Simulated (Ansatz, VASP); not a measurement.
# Al2Ru: VASP beside Ansatz

POSCAR

```
Al2Ru
1.0
    0.0000000000      3.9895069996      4.3914546701
    2.3533615823      0.0000000000      4.3914546701
    2.3533615823      3.9895069996      0.0000000000
Al Ru
4 2
Direct
    0.0790459565      0.4209540435      0.0790459565
    0.4209540435      0.0790459565      0.4209540435
    0.1709540435      0.8290459565      0.1709540435
    0.8290459565      0.1709540435      0.8290459565
    0.7500000000      0.7500000000      0.7500000000
    0.5000000000      0.5000000000      0.5000000000
```

INCAR.step1

```
  ALGO = Normal
  EDIFF = 1E-5
  ENCUT = 550
  GGA = PE
  GGA_COMPAT = False
  ISMEAR = 0
  LASPH = True
  LCHARG = False
  LDAU = True
  LDAUJ = 0 0
  LDAUL = -1 2
  LDAUTYPE = 2
  LDAUU = 0 6
  LMAXMIX = 4
  LREAL = False
  LWAVE = True
  NBANDS = 29
  NELM = 200
  PREC = Accurate
  SIGMA = 0.01
```

Contents of INCAR.step2:

```
  ALGO = Normal
  EDIFF = 1E-6
  ENCUT = 550
  GGA_COMPAT = False
  ISIF = 2
  ISMEAR = 0
  ISTART = 1
  LASPH = True
  LCHARG = False
  LDAU = True
  LDAUJ = 0 0
  LDAUL = -1 2
  LDAUPRINT = 1
  LDAUTYPE = 2
  LDAUU = 0 6
  LMAXMIX = 4
  LMIXTAU = True
  LREAL = False
  LWAVE = False
  METAGGA = R2SCAN
  NBANDS = 29
  NELM = 200
  PREC = Accurate
  SIGMA = 0.01
```

Contents of KPOINTS:

```
k-points
0
Gamma
  10 10 10
```

Input for Ansatz:

```yaml
crystal:
  lattice:
    - [0.0, 3.9895069996, 4.3914546701]
    - [2.3533615823, 0.0, 4.3914546701]
    - [2.3533615823, 3.9895069996, 0.0]
  atoms:
    - { symbol: Al, position: [0.0790459565, 0.4209540435, 0.0790459565] }
    - { symbol: Al, position: [0.4209540435, 0.0790459565, 0.4209540435] }
    - { symbol: Al, position: [0.1709540435, 0.8290459565, 0.1709540435] }
    - { symbol: Al, position: [0.8290459565, 0.1709540435, 0.8290459565] }
    - { symbol: Ru, position: [0.75, 0.75, 0.75] }
    - { symbol: Ru, position: [0.5, 0.5, 0.5] }
basis:
  ecutwfc: 500
  ecutrho_ratio: 6
kpoints:
  mp_grid: { grid: [10, 10, 10] }
hamiltonian:
  xc: r2scan
  hubbard: { sites: [{ species: Ru, l: d, u_eff: 6.0 }], double_counting: fll }
scf:
  occupations: { method: gaussian, width: 0.01 }
  mixing: { preconditioner: none }
output:
  forces: true
  eigenvalues: true
  stress: true
```

Alike in both runs: task single point; functional r2SCAN; k mesh 10 × 10 × 10; occupations gaussian, width 0.01 eV; no spin polarisation; Hubbard terms Ru d U = 6.0 eV.

|  | VASP | Ansatz |
| --- | --- | --- |
| version | VASP 6.6.1 | Ansatz 0.2.0 |
| potentials or method | VASP PAW PBE potentials, release 64 (Al, Ru_pv), cutoff 550 eV | scalar-relativistic, plane waves, PAW |
| valence electrons in the cell | 40 | 44 |

|  | VASP | Ansatz | Ansatz less VASP |
| --- | --- | --- | --- |
| pressure (GPa) | -3.1 | -3.1 | +0.02 |
| traceless stress, the component that is largest in VASP (GPa) | 0.31 | 0.44 | +0.136 |
| rms of the force components (eV/Å) | 0.039 | 0.074 | +0.0349 |

VASP's potentials were made for PBE, not for r2SCAN. The programs project onto different local orbitals, so the same U acts differently, and such runs can settle in different states. Atom by atom the forces differ by 0.035 eV/Å (rms over components). VASP's potentials hold 40 valence electrons a cell and Ansatz's 44, so a difference there can come from the potentials and not from the codes. Ansatz's warnings: filled band counts differ across k points.
